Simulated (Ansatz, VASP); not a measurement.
## HgTe: VASP beside Ansatz

Contents of INCAR:

```
ALGO = Normal
EDIFF = 1E-8
ENCUT = 520
GGA = PE
ISIF = 2
ISMEAR = -1
LASPH = True
LCHARG = False
LEFG = True
LREAL = False
LWAVE = False
NBANDS = 16
NELM = 60
PREC = Accurate
SIGMA = 0.03
```

The input KPOINTS:

```
k-points
0
Gamma
  11 11 11
```

POSCAR

```
HgTe
1.0
    0.0000000000      3.1799338486      3.1799338486
    3.1799338486      0.0000000000      3.1799338486
    3.1799338486      3.1799338486      0.0000000000
Hg Te
1 1
Direct
    0.0000000000      0.0000000000      0.0000000000
    0.7500000000      0.7500000000      0.7500000000
```

Input for Ansatz:

```yaml
crystal:
  lattice:
    - [0.0, 3.1799338486, 3.1799338486]
    - [3.1799338486, 0.0, 3.1799338486]
    - [3.1799338486, 3.1799338486, 0.0]
  atoms:
    - { symbol: Hg, position: [0.0, 0.0, 0.0] }
    - { symbol: Te, position: [0.75, 0.75, 0.75] }
kpoints:
  mp_grid: { grid: [11, 11, 11] }
scf:
  occupations: { method: fermi_dirac, width: 0.03 }
hamiltonian:
  xc: pbe
  pseudopotentials: { kind: all_electron, datasets: crystal }
output:
  forces: true
  stress: true
  eigenvalues: true
  efg: { contact_densities: true }
```

Change from the starting cell: volume scaled by 0.96, crystal datasets.

Alike in both runs: task electric field gradients; functional PBE; k mesh 11 × 11 × 11; occupations fermi-dirac, width 0.03 eV; no spin polarisation.

|  | VASP | Ansatz |
| --- | --- | --- |
| version | VASP 6.6.1 | Ansatz 0.2.0 |
| potentials or method | VASP PAW PBE potentials, release 64 (Hg, Te), cutoff 520 eV | all-electron PAW with datasets made for the crystal, scalar-relativistic |

```csv
,VASP,Ansatz,Ansatz less VASP
pressure (GPa),6.6,6.5,-0.10
```

Ansatz ran all-electron here, and VASP with PAW potentials.

Neither program's run includes spin-orbit coupling.
